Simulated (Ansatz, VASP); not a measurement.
**One calculation of WC, two programs**

```xyz
2
Lattice="0.0000 2.3681 2.0173 2.3681 0.0000 2.0173 2.3681 2.3681 0.0000" Properties=species:S:1:pos:R:3 pbc="T T T"
W     0.0000    0.0000    0.0000
C     2.3681    2.3681    2.0173
```

Change from the starting cell: strain +0.080 along x and y, -0.080 along z, atoms carried along.

Alike in both runs: task single point; functional PBEsol; k mesh 18 × 18 × 18; occupations gaussian, width 0.15 eV; no spin polarisation.

|  | VASP | Ansatz |
| --- | --- | --- |
| version | VASP 6.6.1 | Ansatz 0.2.0 |
| potentials or method | VASP PAW PBE potentials, release 64 (W_sv, C), cutoff 520 eV | scalar-relativistic, plane waves, PAW |
| valence electrons in the cell | 18 | 18 |

|  | VASP | Ansatz | Ansatz less VASP |
| --- | --- | --- | --- |
| gap on the k mesh at the Fermi level (eV) | none | none | - |
| pressure (GPa) | -12.1 | -12.9 | -0.79 |
| traceless stress, the component that is largest in VASP (GPa) | 58.24 | 57.87 | -0.369 |

VASP's potentials were made for PBE, not for PBEsol. A gap of «none» marks a metal or a gap that the smearing closes.

Neither program's run includes spin-orbit coupling.
